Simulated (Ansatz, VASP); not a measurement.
One calculation of TiMoSe4, two programs

The input INCAR:

```
SYSTEM = TiMoSe4
ALGO = Normal ; EDIFF = 1E-6
EDIFFG = -0.08 ; ENCUT = 600
GGA = PE ; IBRION = 2
ISIF = 3 ; ISMEAR = 0
ISPIN = 2 ; LASPH = .True.
LCHARG = .False. ; LMAXMIX = 4
LORBIT = 11 ; LREAL = .False.
LWAVE = .False. ; MAGMOM = 1 1 0 0 0 0
NELM = 150 ; NSW = 36
PREC = Accurate ; SIGMA = 0.15
```

KPOINTS

```
k-points
0
Gamma
  3 3 3
  0 0 0
```

The input POSCAR:

```
TiMoSe4
1.0
    0.0000000000      4.2712605700      4.2712605700
    4.2712605700      0.0000000000      4.2712605700
    4.2712605700      4.2712605700      0.0000000000
Ti Mo Se
1 1 4
Direct
    0.2500000000      0.2500000000      0.2500000000
    0.0000000000      0.0000000000      0.0000000000
    0.6251780600      0.1244658300      0.6251780600
    0.1244658300      0.6251780600      0.6251780600
    0.6251780600      0.6251780600      0.6251780600
    0.6251780600      0.6251780600      0.1244658300
```

Input for Ansatz:

```yaml
crystal:
  lattice:
    - [0.0, 4.27126057, 4.27126057]
    - [4.27126057, 0.0, 4.27126057]
    - [4.27126057, 4.27126057, 0.0]
  atoms:
    - { symbol: Ti, position: [0.25, 0.25, 0.25], spin: 1.0 }
    - { symbol: Mo, position: [0.0, 0.0, 0.0], spin: 1.0 }
    - { symbol: Se, position: [0.62517806, 0.12446583, 0.62517806] }
    - { symbol: Se, position: [0.12446583, 0.62517806, 0.62517806] }
    - { symbol: Se, position: [0.62517806, 0.62517806, 0.62517806] }
    - { symbol: Se, position: [0.62517806, 0.62517806, 0.12446583] }
basis:
  ecutwfc: 420
kpoints:
  mp_grid: { grid: [3, 3, 3] }
hamiltonian:
  xc: pbe
scf:
  occupations: { method: gaussian, width: 0.15 }
  lower_state_search: "off"
output:
  forces: true
  stress: true
  eigenvalues: true
  populations: true
magnetization:
  spin_polarized: true
relax:
  adjacent_minimum: "off"
  f_tol: 0.08
  max_steps: 16
  cell: { stress_tol: 0.8 }
```

Change from the starting cell: species swapped into the HfZrFe4 type (F-43m, No. 216).

Alike in both runs: task relaxation of cell and atoms; functional PBE; k mesh 3 × 3 × 3; occupations gaussian, width 0.15 eV; collinear spin.

```csv
,VASP,Ansatz
version,VASP 6.6.1,Ansatz 0.2.0
potentials or method,"VASP PAW PBE potentials, release 64 (Ti_sv, Mo_sv, Se), cutoff 600 eV","scalar-relativistic, plane waves, PAW"
valence electrons in the cell,50,90
```

|  | VASP | Ansatz | Ansatz less VASP |
| --- | --- | --- | --- |
| gap on the k mesh at the Fermi level, each at its own relaxed structure (eV) | none | none | - |
| net moment per atom (μB) | 0.17 | 0.18 | +0.007 |
| size of the moment on the site where the two differ most (μB) | 1.63 | 1.73 | +0.103 |
| relaxed volume (Å³/atom) | 19.63 | 19.71 | +0.078 |
| relaxed cell length with the largest relative difference (Å) | 5.502 | 5.510 | +0.0073 |

Site moments also hang on the region over which each program counts them. A gap of «none» marks a metal or a gap that the smearing closes. VASP's potentials hold 50 valence electrons a cell and Ansatz's 90, so a difference there can come from the potentials and not from the codes. Ansatz's warnings: seeded moment not kept.

The k mesh is coarse, so the values compare programs but aren't converged. Noted on VASP's run: the volume moved by over 15 % at a fixed basis, so the end points are rough.
